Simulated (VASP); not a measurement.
Set up this calculation in VASP 6.6.1, as the native input.

| Item | Value |
| --- | --- |
| Task | single point |
| Functional | PBEsol |
| Potentials or basis | VASP PAW PBE potentials, release 64 (Zn, Se) |
| Cutoff | 520 eV |
| k mesh | 6 × 6 × 6 |
| Occupations | gaussian, width 0.01 eV |
| Spin | no spin polarisation |
| Dipole correction | no |
| Further INCAR settings | ALGO = Normal; EDIFF = 1e-06; NBANDS = 16 |

The structure of ZnSe (Stilleite) lies in POSCAR:

```
ZnSe
1.0
    0.0000000000      2.8051738004      2.8051738004
    2.8051738004      0.0000000000      2.8051738004
    2.8051738004      2.8051738004      0.0000000000
Zn Se
1 1
Direct
    0.0000000000      0.0000000000      0.0000000000
    0.2500000000      0.2500000000      0.2500000000
```

The input as run:

INCAR

```
PREC     = Accurate       # precision mode
ENCUT    = 520            # plane-wave cutoff, eV
EDIFF    = 1E-6           # SCF threshold, eV
ISMEAR   = 0              # smearing method
SIGMA    = 0.01           # smearing width, eV
LREAL    = False          # projectors in reciprocal space
LASPH    = True           # aspherical terms in the spheres
NELM     = 80             # most SCF steps
ALGO     = Normal         # electronic algorithm
ISIF     = 2              # what is computed and relaxed
LWAVE    = False          # write WAVECAR
LCHARG   = True           # write CHGCAR
GGA      = PS             # functional
LELF     = True           # ELF
LVHAR    = True         
NBANDS   = 16             # bands
```

KPOINTS

```
Automatic mesh
0
Gamma
  6 6 6
```

Potentials or basis: VASP PAW PBE potentials, release 64 (Zn, Se).

Command:

```sh
$ cat potpaw_PBE.64/Zn/POTCAR potpaw_PBE.64/Se/POTCAR > POTCAR
$ mpirun -np 1 vasp_std > vasp.out
```

Results of the run:

* Pressure: 1.1 GPa
* Band gap on the k mesh: 1.29 eV, direct

Caveat: the PAW data sets were made with another functional, which shifts forces and pressure a little.

Run time: 17 s on 1 thread of Intel(R) Xeon(R) Platinum 8259CL CPU @ 2.50GHz (Skylake/Cascade Lake), with other jobs on the host, peak memory 0.17 GiB.
